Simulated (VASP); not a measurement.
# Rb (Im-3m) in VASP: single point with PBE

Aim: the single point of Rb with PBE.

Program: VASP 6.6.1. These are calculated values, not measurements. Logs are shortened: lines on timing, memory, paths and dates and some standing lists are left out, and cuts for length are marked.

**1. The cell of the first run**

It takes space group Im-3m (No. 229, cubic). The conventional cell has a = 5.670 Å, b = 5.670 Å, c = 5.670 Å, α = 90.00°, β = 90.00°, γ = 90.00°.

**2. Single point, PBE**

Input file INCAR:

```
SYSTEM = Rb
ALGO = Normal
EDIFF = 1E-6
ENCUT = 520
GGA = PE
ISIF = 2
ISMEAR = 0
LASPH = .True.
LCHARG = .False.
LREAL = .False.
LWAVE = .False.
NBANDS = 10
NELM = 100
PREC = Accurate
SIGMA = 0.1
```

Input file KPOINTS:

```
k-points
0
Gamma
  10 10 10
  0 0 0
```

Input file POSCAR:

```
Rb
1.0
   -2.8350113665      2.8350113665      2.8350113665
    2.8350113665     -2.8350113665      2.8350113665
    2.8350113665      2.8350113665     -2.8350113665
Rb
1
Direct
    0.0000000000      0.0000000000      0.0000000000
```

Potentials or basis: VASP PAW PBE potentials, release 64 (Rb_sv).

On the command line:

```
$ cat potpaw_PBE.64/Rb_sv/POTCAR > POTCAR
$ mpirun -np 1 vasp_std > vasp.out
```

OUTCAR:

```text
SYSTEM = Rb
   EDIFF = 1E-6
   ENCUT = 520
   GGA = PE
   ISIF = 2
   ISMEAR = 0
   LASPH = .True.
   LREAL = .False.
   NELM = 100
   PREC = Accurate

 ion  position               nearest neighbor table
   1  0.000  0.000  0.000-

  LATTYP: Found a body centered cubic cell.
 ALAT       =     5.6700227330

  Lattice vectors:

 A1 = (  -2.8350113665,   2.8350113665,   2.8350113665)
 A2 = (   2.8350113665,  -2.8350113665,   2.8350113665)
 A3 = (   2.8350113665,   2.8350113665,  -2.8350113665)

Analysis of symmetry for initial positions (statically):
=====================================================================
 Subroutine PRICEL returns:
 Original cell was already a primitive cell.

 Routine SETGRP: Setting up the symmetry group for a
 body centered cubic supercell.

 Subroutine GETGRP returns: Found 48 space group operations
 (whereof 48 operations were pure point group operations)
 out of a pool of 48 trial point group operations.

The static configuration has the point symmetry O_h .

Analysis of symmetry for dynamics (positions and initial velocities):
=====================================================================
 Subroutine PRICEL returns:
 Original cell was already a primitive cell.

 Routine SETGRP: Setting up the symmetry group for a
 body centered cubic supercell.

 Subroutine GETGRP returns: Found 48 space group operations
 (whereof 48 operations were pure point group operations)
 out of a pool of 48 trial point group operations.

The dynamic configuration has the point symmetry O_h .

 Subroutine INISYM returns: Found 48 space group operations
 (whereof 48 operations are pure point group operations),
 and found     1 'primitive' translations

----------------------------------------------------------------------------------------

                                     Primitive cell

  volume of cell :      91.1432

  direct lattice vectors                    reciprocal lattice vectors
    -2.835011366  2.835011366  2.835011366     0.000000000  0.176366136  0.176366136
     2.835011366 -2.835011366  2.835011366     0.176366136  0.000000000  0.176366136
     2.835011366  2.835011366 -2.835011366     0.176366136  0.176366136  0.000000000

  length of vectors
     4.910383727  4.910383727  4.910383727     0.249419381  0.249419381  0.249419381

  position of ions in fractional coordinates (direct lattice)
     0.000000000  0.000000000  0.000000000

  ion indices of the primitive-cell ions
   primitive index   ion index
                 1           1

----------------------------------------------------------------------------------------

 KPOINTS: k-points

Automatic generation of k-mesh.
 Grid dimensions read from file:
 generate k-points for:   10   10   10

 Generating k-lattice:

  Cartesian coordinates                     Fractional coordinates (reciprocal lattice)
     0.000000000  0.017636614  0.017636614     0.100000000  0.000000000  0.000000000
     0.017636614  0.000000000  0.017636614     0.000000000  0.100000000  0.000000000
     0.017636614  0.017636614  0.000000000     0.000000000  0.000000000  0.100000000

  Length of vectors
     0.024941938  0.024941938  0.024941938

  Shift w.r.t. Gamma in fractional coordinates (k-lattice)
     0.000000000  0.000000000  0.000000000

 Subroutine IBZKPT returns following result:
 ===========================================

 Found     47 irreducible k-points:

 Following reciprocal coordinates:
            Coordinates               Weight
  0.000000  0.000000  0.000000      1.000000
  0.100000  0.000000  0.000000     12.000000
  0.200000  0.000000  0.000000     12.000000
  0.300000  0.000000  0.000000     12.000000
  0.400000  0.000000  0.000000     12.000000
  0.500000  0.000000  0.000000      6.000000
[... 16 lines left out ...]
  0.300000  0.300000  0.100000      8.000000
 -0.300000  0.300000  0.100000     24.000000
 [... further k-points ...]
   k-points           NKPTS =     47   k-points in BZ     NKDIM =     47   number of bands    NBANDS=     10
   number of dos      NEDOS =    301   number of ions     NIONS =      1
   total plane-waves  NPLWV =  64000
   dimension x,y,z NGX =    40 NGY =   40 NGZ =   40
   dimension x,y,z NGXF=    80 NGYF=   80 NGZF=   80
   ions per type =               1
   NGX,Y,Z   is equivalent  to a cutoff of  13.54, 13.54, 13.54 a.u.
   NGXF,Y,Z  is equivalent  to a cutoff of  27.08, 27.08, 27.08 a.u.
 SYSTEM =  Rb
   PREC   = accura    normal or accurate (medium, high low for compatibility)
   ISTART =      0    job   : 0-new  1-cont  2-samecut
   ICHARG =      2    charge: 1-file 2-atom 10-const
   ISPIN  =      1    spin polarized calculation?
   LNONCOLLINEAR =      F non collinear calculations
   LSORBIT =      F    spin-orbit coupling
   LASPH  =      T    aspherical Exc in radial PAW
   ENCUT  =  520.0 eV  38.22 Ry    6.18 a.u.   9.13  9.13  9.13*2*pi/ulx,y,z
   NELM   =    100;   NELMIN=  2; NELMDL= -5     # of ELM steps
   EDIFF  = 0.1E-05   stopping-criterion for ELM
   LREAL  =      F    real-space projection
   EDIFFG = 0.1E-04   stopping-criterion for IOM
   NSW    =      0    number of steps for IOM
   IBRION =     -1    ionic relax: 0-MD 1-quasi-New 2-CG
   NFREE  =      0    steps in history (QN), initial steepest desc. (CG)
   ISIF   =      2    stress and relaxation
   ISYM   =      2    0-nonsym 1-usesym 2-fastsym
   POTIM  = 0.5000    time-step for ionic-motion
   TEBEG  =    0.0;   TEEND  =   0.0 temperature during run
   PSTRESS=    0.0 pullay stress
   NELECT =       9.0000    total number of electrons
   NUPDOWN=      -1.0000    fix difference up-down
   EMIN   =  10.00;   EMAX   =-10.00  energy-range for DOS
   EFERMI =   0.00;   METHOD = LEGACY
   ISMEAR =     0;   SIGMA  =   0.10  broadening in eV -4-tet -1-fermi 0-gaus
   EFERMI_NEDOS =   21; number of points for ismear=-14 and -15
   IALGO  =     38    algorithm
   IMIX   =      4    mixing-type and parameters
     AMIX     =   0.40;   BMIX     =  1.00
     AMIX_MAG =   1.60;   BMIX_MAG =  1.00
  volume/ion in A,a.u.               =      91.14       615.06
  Fermi-wavevector in a.u.,A,eV,Ry     =   0.756683  1.429924  7.790284  0.572570
  Thomas-Fermi vector in A             =   1.854859
   LORBIT       =      0    0 simple, 1 ext, 2 COOP (PROOUT), +10 PAW based schemes
   GGA     = PE    functional components
   LHFCALC =     F    Hartree Fock is set to
   AEXX    =    0.0000 exact exchange contribution
   IVDW    =     0    specifies the selected vdW correction
   LEPSILON=     F    determine dielectric tensor
   LRPA    =     F    only Hartree local field effects (RPA)
 non-spin polarized calculation
 Gauss-broadening in eV      SIGMA  =   0.10
  energy-cutoff  :      520.00
  volume of cell :       91.14
 maximum number of plane-waves:      2491
 NGX is ok and might be reduce to    40
   NGX = 19   NGY = 19   NGZ = 19

 number of electron       9.0000000 magnetization

 Free energy of the ion-electron system (eV)
  ---------------------------------------------------
  ext. energy  EPLUGINS =         0.00000000
  ---------------------------------------------------
  free energy    TOTEN  =        -0.93588580 eV

  energy without entropy =       -0.92967793  energy(sigma->0) =       -0.93278187

 E-fermi :   0.0110     XC(G=0):  -5.4628

 val. band max:        0.0081463421   @ k =  -0.3000   0.4000   0.2000
 cond. band min:       0.0905419300   @ k =  -0.4000   0.4000   0.2000
 fundamental gap:      0.0823955879
 Fermi energy:         0.0110440191

 k-point     1 :       0.0000    0.0000    0.0000
  band No.  band energies     occupation
      1     -28.8955      2.00000
      2     -12.9379      2.00000
      3     -12.9379      2.00000
      4     -12.9379      2.00000
      5      -1.9617      2.00000
      6       3.6857      0.00000
      7       3.6857      0.00000
      8       3.6857      0.00000
      9       4.6177      0.00000
     10       4.6177      0.00000

 k-point     2 :       0.1000    0.0000    0.0000
  band No.  band energies     occupation
      1     -28.8951      2.00000
      2     -12.9472      2.00000
      3     -12.9410      2.00000
      4     -12.9379      2.00000
      5      -1.8439      2.00000
      6       3.4937      0.00000
      7       3.5236      0.00000
      8       3.7941      0.00000
      9       4.4007      0.00000
     10       4.5738      0.00000

 k-point     3 :       0.2000    0.0000    0.0000
  band No.  band energies     occupation
      1     -28.8941      2.00000
      2     -12.9713      2.00000
      3     -12.9489      2.00000
      4     -12.9379      2.00000
      5      -1.5011      2.00000
      6       2.8523      0.00000
      7       3.1892      0.00000
      8       4.1142      0.00000
      9       4.3830      0.00000
     10       4.5246      0.00000

 k-point     4 :       0.3000    0.0000    0.0000
  band No.  band energies     occupation
      1     -28.8928      2.00000
      2     -13.0006      2.00000
      3     -12.9588      2.00000
      4     -12.9379      2.00000
      5      -0.9654      2.00000
      6       2.0906      0.00000
      7       2.8746      0.00000
      8       4.4757      0.00000
      9       4.5829      0.00000
     10       4.6302      0.00000

 k-point     5 :       0.4000    0.0000    0.0000
  band No.  band energies     occupation
      1     -28.8918      2.00000
      2     -13.0240      2.00000
      3     -12.9667      2.00000
      4     -12.9379      2.00000
      5      -0.2972      1.99999
      6       1.3433      0.00000
      7       2.6655      0.00000
      8       4.3727      0.00000
      9       4.8019      0.00000
     10       5.3113      0.00000

 k-point     6 :       0.5000    0.0000    0.0000
  band No.  band energies     occupation
      1     -28.8914      2.00000
      2     -13.0328      2.00000
      3     -12.9697      2.00000
      4     -12.9379      2.00000
      5       0.2479      0.00081
      6       0.7865      0.00000
      7       2.5932      0.00000
      8       4.2571      0.00000
      9       5.1646      0.00000
     10       5.2363      0.00000
[... 183 lines left out ...]
 k-point    21 :       0.3000    0.2000    0.1000
  band No.  band energies     occupation
      1     -28.8912      2.00000
      2     -13.0128      2.00000
      3     -12.9800      2.00000
      4     -12.9545      2.00000
      5       0.5261      0.00000
      6       1.2347      0.00000
      7       1.8092      0.00000
      8       3.5203      0.00000
      9       5.0466      0.00000
     10       5.2660      0.00000

 k-point    22 :      -0.2000    0.2000    0.1000
  band No.  band energies     occupation
      1     -28.8937      2.00000
      2     -12.9712      2.00000
      3     -12.9521      2.00000
      4     -12.9454      2.00000
      5      -1.3887      2.00000
      6       2.8840      0.00000
      7       3.1932      0.00000
      8       3.7010      0.00000
      9       4.1163      0.00000
     10       5.0116      0.00000

 k-point    23 :       0.3000    0.3000    0.1000
  band No.  band energies     occupation
      1     -28.8911      2.00000
      2     -12.9974      2.00000
      3     -12.9974      2.00000
      4     -12.9575      2.00000
      5       1.1467      0.00000
      6       1.1467      0.00000
      7       1.2954      0.00000
      8       3.2758      0.00000
      9       5.1611      0.00000
     10       5.1611      0.00000

 k-point    24 :      -0.3000    0.3000    0.1000
  band No.  band energies     occupation
      1     -28.8924      2.00000
      2     -12.9993      2.00000
      3     -12.9621      2.00000
      4     -12.9450      2.00000
      5      -0.8589      2.00000
      6       2.1245      0.00000
      7       2.9130      0.00000
      8       3.7633      0.00000
      9       4.6214      0.00000
     10       5.0413      0.00000

 [... further k-points ...]

------------------------ aborting loop because EDIFF is reached ----------------------------------------

  FORCE on cell =-STRESS in cart. coord.  units (eV):
  Direction    XX          YY          ZZ          XY          YZ          ZX
  --------------------------------------------------------------------------------------
  -------------------------------------------------------------------------------------
  Total        0.0030446      0.0030446      0.0030446     -0.0000000     -0.0000000      0.0000000
  in kB        0.0535196      0.0535196      0.0535196     -0.0000000     -0.0000000      0.0000000
  external PRESSURE =       0.0535196 kB  Pullay stress =       0.0000000 kB

 VOLUME and BASIS-vectors are now :
 -----------------------------------------------------------------------------
  energy-cutoff  :      520.00
  volume of cell :       91.14
      direct lattice vectors                 reciprocal lattice vectors
    -2.835011366  2.835011366  2.835011366     0.000000000  0.176366136  0.176366136
     2.835011366 -2.835011366  2.835011366     0.176366136  0.000000000  0.176366136
     2.835011366  2.835011366 -2.835011366     0.176366136  0.176366136  0.000000000

 POSITION                                       TOTAL-FORCE (eV/Angst)
 -----------------------------------------------------------------------------------
      0.00000      0.00000      0.00000         0.000000     -0.000000      0.000000
 -----------------------------------------------------------------------------------
    total drift:                               -0.000000      0.000000     -0.000000

  FREE ENERGIE OF THE ION-ELECTRON SYSTEM (eV)
  ---------------------------------------------------
  free  energy   TOTEN  =        -0.9358858034 eV

  energy  without entropy=       -0.9296779278  energy(sigma->0) =       -0.93278187
```

It took 12 s on 1 thread of Intel Xeon 6975P-C (Granite Rapids), shared host; peak memory 0.24 GiB.

Results:

- Free energy: -0.9359 eV
- Pressure: 0.0 GPa
- Band gap on the k mesh: zero (an odd number of electrons rules out a gap without spin polarisation)
